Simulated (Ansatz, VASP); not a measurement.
**Two plane-wave programs on Ga3As3CO**

```
Ga As O C
1.0
     4.01370    0.00000    0.00000
     0.00000    5.67623    0.00000
     0.00000    0.00000   23.33527
Ga As O C
3 3 1 1
Direct
  0.50000 0.50000 0.17141
  0.00000 0.06538 0.26800
  0.50000 0.48946 0.32285
  0.00000 0.25000 0.17141
  0.50000 0.81022 0.25049
  0.00000 0.28876 0.35934
  0.00000 0.95542 0.48361
  0.00000 0.95542 0.53290
```

Alike in both runs: task single point; functional PBE; dispersion D3(BJ); k mesh 7 × 5 × 1; occupations gaussian, width 0.05 eV; no spin polarisation.

```csv
,VASP,Ansatz
version,VASP 6.6.1,Ansatz 0.2.0
potentials or method,"VASP PAW PBE potentials, release 64 (Ga_d, As_d, O, C), cutoff 520 eV","scalar-relativistic, plane waves, PAW"
valence electrons in the cell,94,94
```

|  | VASP | Ansatz | Ansatz less VASP |
| --- | --- | --- | --- |
| gap on the k mesh at the Fermi level (eV) | 0.40 | 0.41 | +0.003 |
| least direct gap on the mesh (eV) | 0.76 | 0.76 | +0.002 |
| rms of the force components (eV/Å) | 0.380 | 0.547 | +0.1670 |

One of these differences is far larger than is usual between the two programs; its cause wasn't traced.

Noted on VASP's run: the standard files for N, O and F lose accuracy on very short bonds.
